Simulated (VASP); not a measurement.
Input of a VASP 6.6.1 run:

Contents of INCAR:

```
PREC = Accurate ; ENCUT = 520
EDIFF = 1E-6 ; ISMEAR = 0
SIGMA = 0.1 ; LREAL = F
LASPH = T ; NELM = 60
ALGO = Normal ; ISIF = 2
LWAVE = F ; LCHARG = T
GGA = PS ; LELF = T
LVHAR = T ; NBANDS = 15
```

KPOINTS

```
Automatic mesh
0
Gamma
  14 14 14
```

File POSCAR:

```
Al2Pt
1.0
    0.0000000000      2.7372332589      2.7372332589
    2.7372332589      0.0000000000      2.7372332589
    2.7372332589      2.7372332589      0.0000000000
Al Pt
2 1
Direct
    0.2500000000      0.2500000000      0.2500000000
    0.7500000000      0.7500000000      0.7500000000
    0.0000000000      0.0000000000      0.0000000000
```

Potentials or basis: VASP PAW PBE potentials, release 64 (Al, Pt).

The run is started by

```sh
$ cat potpaw_PBE.64/Al/POTCAR potpaw_PBE.64/Pt/POTCAR > POTCAR
$ mpirun -np 1 vasp_std > vasp.out
```

(1) What does it give for the band gap on the k mesh?

(2) Estimate the pressure.

Results:

(1) zero (band 8 reaches 14.74 eV, above the bottom of band 9 at 8.76 eV).

(2) 50.2 GPa.

Caveat: the PAW data sets were made with another functional, which shifts forces and pressure a little; spin-orbit coupling is left out, which moves the levels of the heavy elements.
